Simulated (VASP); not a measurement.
A run of VASP 6.6.1 is set up as follows.

Contents of INCAR:

```
PREC = Accurate
ENCUT = 880
EDIFF = 1E-6
ISMEAR = 0
SIGMA = 0.1
LREAL = False
LASPH = True
NELM = 120
ALGO = Normal
ISIF = 2
LWAVE = False
LCHARG = False
GGA = PE
NBANDS = 16
GGA_COMPAT = False
```

The input KPOINTS:

```
Automatic mesh
0
Gamma
  6 6 8
```

The input POSCAR:

```
LiRu
1.0
    2.3224555100     -2.6057814300      0.0000000000
    2.3224555100      2.6057814300      0.0000000000
    0.0000000000      0.0000000000      2.0837041900
Li Ru
1 1
Direct
    0.5000000000      0.5000000000      0.0000000000
    0.0000000000      0.0000000000      0.0000000000
```

Potentials or basis: VASP PAW PBE potentials, release 64 (Li_sv, Ru_sv).

Launch:

```sh
$ cat potpaw_PBE.64/Li_sv/POTCAR potpaw_PBE.64/Ru_sv/POTCAR > POTCAR
$ mpirun -np 1 vasp_std > vasp.out
```

**Question.** Estimate the band gap on the k mesh.

**Answer.** Zero (an odd number of electrons rules out a gap without spin polarisation).

**Question.** Estimate the pressure.

**Answer.** 35.4 GPa.

Stress tensor (GPa, compression positive):
```
20.45  0.00  0.00
 0.00 -5.74  0.00
 0.00  0.00 91.48
```

Caveat: the k points lie up to 0.38 Å⁻¹ apart, too coarse for converged energies and pressures of a metal.
